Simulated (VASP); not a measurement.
A run of VASP 6.6.1 is set up as follows.

The input INCAR:

```
SYSTEM = Ni
  ALGO = Normal
  EDIFF = 1E-6
  ENCUT = 520
  GGA = PE
  ISIF = 2
  ISMEAR = -1
  ISPIN = 2
  LASPH = .TRUE.
  LCHARG = .FALSE.
  LMAXMIX = 4
  LORBIT = 11
  LREAL = .FALSE.
  LWAVE = .FALSE.
  MAGMOM = 1
  NBANDS = 15
  NELM = 150
  PREC = Accurate
  SIGMA = 0.1
```

The input KPOINTS:

```
k-points
0
G
  18 18 17
  0 0 0
```

File POSCAR:

```
Ni
1.0
    2.4129102046      0.0000000000      0.0000000000
   -1.2064551023      2.0896415342      0.0000000000
    0.0000000000      0.0000000000      2.3515256274
Ni
1
Direct
    0.0000000000      0.0000000000      0.0000000000
```

Potentials or basis: VASP PAW PBE potentials, release 64 (Ni).

Run with:

```sh
$ cat potpaw_PBE.64/Ni/POTCAR > POTCAR
$ mpirun -np 1 vasp_std > vasp.out
```

Problem. Estimate the pressure.

Solution. -0.2 GPa.

Problem. What does it give for the site moments?

Solution. Ni +0.49 μB.

Stress tensor (GPa, compression positive):
```
-0.06  0.00  0.00
 0.00 -0.06  0.00
 0.00  0.00 -0.37
```
